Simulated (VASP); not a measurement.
Set up this calculation in VASP 6.6.1, as the native input.

* Task: relaxation of cell and atoms
* Functional: r2SCAN
* Potentials or basis: VASP PAW PBE potentials, release 64 (Al, Ga_d, N)
* Cutoff: 600 eV
* k mesh: 6 × 6 × 6
* Occupations: gaussian, width 0.02 eV
* Spin: no spin polarisation
* Dipole correction: no
* Further INCAR settings: ALGO = Normal; EDIFF = 1e-07; IBRION = 2; EDIFFG = -0.005; NSW = 100; ISIF = 3

AlGa3N4:

```
CELL_PARAMETERS angstrom
4.47169 0.00000 0.00000
0.00000 4.47169 0.00000
0.00000 0.00000 4.47169
ATOMIC_POSITIONS crystal
Al 0.00000 0.00000 0.00000
Ga 0.50000 0.50000 0.00000
Ga 0.50000 0.00000 0.50000
Ga 0.00000 0.50000 0.50000
N 0.75571 0.75571 0.24429
N 0.75571 0.24429 0.75571
N 0.24429 0.75571 0.75571
N 0.24429 0.24429 0.24429
```

One way to write it, as run:

POSCAR

```
AlGa3N4
1.0
    4.4716853600      0.0000000000      0.0000000000
    0.0000000000      4.4716853600      0.0000000000
    0.0000000000      0.0000000000      4.4716853600
Al Ga N
1 3 4
Direct
    0.0000000000      0.0000000000      0.0000000000
    0.5000000000      0.5000000000      0.0000000000
    0.5000000000      0.0000000000      0.5000000000
    0.0000000000      0.5000000000      0.5000000000
    0.7557144200      0.7557144200      0.2442855800
    0.7557144200      0.2442855800      0.7557144200
    0.2442855800      0.7557144200      0.7557144200
    0.2442855800      0.2442855800      0.2442855800
```

INCAR.step1

```
SYSTEM = AlGa3N4
PREC     = Accurate       ! precision mode
ENCUT    = 600            ! plane-wave cutoff, eV
ISMEAR   = 0              ! smearing method
SIGMA    = 0.02           ! smearing width, eV
LREAL    = .False.        ! projectors in reciprocal space
LASPH    = .True.         ! aspherical terms in the spheres
NELM     = 80             ! most SCF steps
GGA      = PE             ! functional
ALGO     = Normal         ! electronic algorithm
EDIFF    = 1E-4           ! SCF threshold, eV
LWAVE    = .True.         ! write WAVECAR
LCHARG   = .False.        ! write CHGCAR
LUSENCCL = .False.
```

INCAR.step2

```
SYSTEM = AlGa3N4
PREC     = Accurate       ! precision mode
ENCUT    = 600            ! plane-wave cutoff, eV
EDIFF    = 1E-7           ! SCF threshold, eV
ISMEAR   = 0              ! smearing method
SIGMA    = 0.02           ! smearing width, eV
LREAL    = .False.        ! projectors in reciprocal space
LASPH    = .True.         ! aspherical terms in the spheres
NELM     = 80             ! most SCF steps
ALGO     = Normal         ! electronic algorithm
ISIF     = 3              ! what is computed and relaxed
LWAVE    = .False.        ! write WAVECAR
LCHARG   = .False.        ! write CHGCAR
METAGGA  = R2SCAN         ! meta-GGA
LMIXTAU  = .True.       
IBRION   = 2              ! ionic algorithm
NSW      = 100            ! ionic steps
EDIFFG   = -0.005         ! ionic threshold
ISTART   = 1            
LUSENCCL = .False.
```

KPOINTS

```
regular mesh
0
Gamma
  6 6 6
  0 0 0
```

Potentials or basis: VASP PAW PBE potentials, release 64 (Al, Ga_d, N).

Launch:

```sh
$ cat potpaw_PBE.64/Al/POTCAR potpaw_PBE.64/Ga_d/POTCAR potpaw_PBE.64/N/POTCAR > POTCAR
$ cp INCAR.step1 INCAR
$ mpirun -np 1 vasp_std > vasp.out
$ cp INCAR.step2 INCAR
$ mpirun -np 1 vasp_std > vasp.out
```

It gave:

- Relaxed volume: 11.17 Å³/atom
- Relaxed cell: a = 4.470 Å, b = 4.470 Å, c = 4.470 Å, α = 90.00°, β = 90.00°, γ = 90.00°
- Space group after relaxing (to 0.1 Å): P-43m (No. 215)
- Energy gained by relaxing: 0.0 meV/atom
- Ionic steps: 3
- Pressure after relaxing: 0.0 GPa
- Band gap on the k mesh: 2.80 eV

Caveat: the PAW data sets were made with another functional, which shifts forces and pressure a little.

Wall time 2.5 min on 1 × NVIDIA H100 80GB with 1 thread of AMD EPYC 7R13 Processor (Zen 3), on a shared host, peak memory 1.3 GiB.
